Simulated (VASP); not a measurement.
# TePb: single point with LDA

Crystal: TePb.

```
Pb Te
1.0
     0.00000    3.19082    3.19082
     3.19082    0.00000    3.19082
     3.19082    3.19082    0.00000
Pb Te
1 1
Direct
  0.00000 0.00000 0.00000
  0.50000 0.50000 0.50000
```

```json
{
  "Program": "VASP 6.6.1",
  "Task": "single point",
  "Functional": "LDA",
  "Potentials or basis": "VASP PAW LDA potentials, release 64 (Pb_d, Te)",
  "Cutoff": "520 eV",
  "k mesh": "6 × 6 × 6",
  "Occupations": "fermi-dirac, width 0.02 eV",
  "Spin": "no spin polarisation"
}
```

```json
{"Pressure": "0.1 GPa", "Band gap on the k mesh": "0.56 eV, direct"}
```

Levels at points of the mesh, in eV from the valence-band top:
```tsv
k point	band 8	band 9	band 10	band 11	band 12	band 13
(0.00, 0.00, 0.00)	-1.50	-1.50	-1.50	4.02	4.02	4.02
(0.50, 0.00, 0.00)	-0.99	-0.99	0.00	0.56	1.10	1.10
(0.50, 0.50, 0.00)	-4.83	-3.04	-3.04	3.08	5.52	5.52
```

Run time: 7.8 s on 1 thread of Intel(R) Xeon(R) 6975P-C (Granite Rapids), with other jobs on the host, peak memory 0.17 GiB.

Caveat: spin-orbit coupling is left out, which moves the levels of the heavy elements. A k mesh can miss the band edges.
